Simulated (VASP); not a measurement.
CdS3, 4 atoms in the cell. Symmetry: P6/mmm, No. 191, hexagonal system. Conventional cell: a = 3.850 Å, b = 3.850 Å, c = 8.565 Å, α = 90.00°, β = 90.00°, γ = 120.00°. Cd (site symmetry 6/mmm) has 6 S at 2.22 Å within 2.9 Å. Within 5.1 Å of S (site symmetry 6/mmm) lie 18 S at 3.85 to 4.82 Å and 2 Cd at 4.28 Å. S (site symmetry -6m2) has 3 Cd at 2.22 Å and 3 S at 2.22 Å within 2.9 Å. 

| Property | Result |
| --- | --- |
| Program | VASP 6.6.1 |
| Task | single point |
| Functional | PBE |
| Potentials or basis | VASP PAW PBE potentials, release 64 (Cd, S) |
| Cutoff | 500 eV |
| k mesh | 6 × 6 × 2 |
| Occupations | gaussian, width 0.1 eV |
| Spin | no spin polarisation |
| Dipole correction | no |
| Further INCAR settings | ALGO = Normal; EDIFF = 1e-06; NBANDS = 23 |

Potentials or basis: VASP PAW PBE potentials, release 64 (Cd, S).

Run with:

```sh
$ cat potpaw_PBE.64/Cd/POTCAR potpaw_PBE.64/S/POTCAR > POTCAR
$ mpirun -np 1 vasp_std > vasp.out
```

Hardware: 1 thread of Intel(R) Xeon(R) Platinum 8488C (Sapphire Rapids), on a shared host.

Q: How long does it take, and how much memory?

A: Run time: 36 s on 1 thread of Intel(R) Xeon(R) Platinum 8488C (Sapphire Rapids), on a shared host, peak memory 0.21 GiB. Counts: scf iterations 17, k points 14.
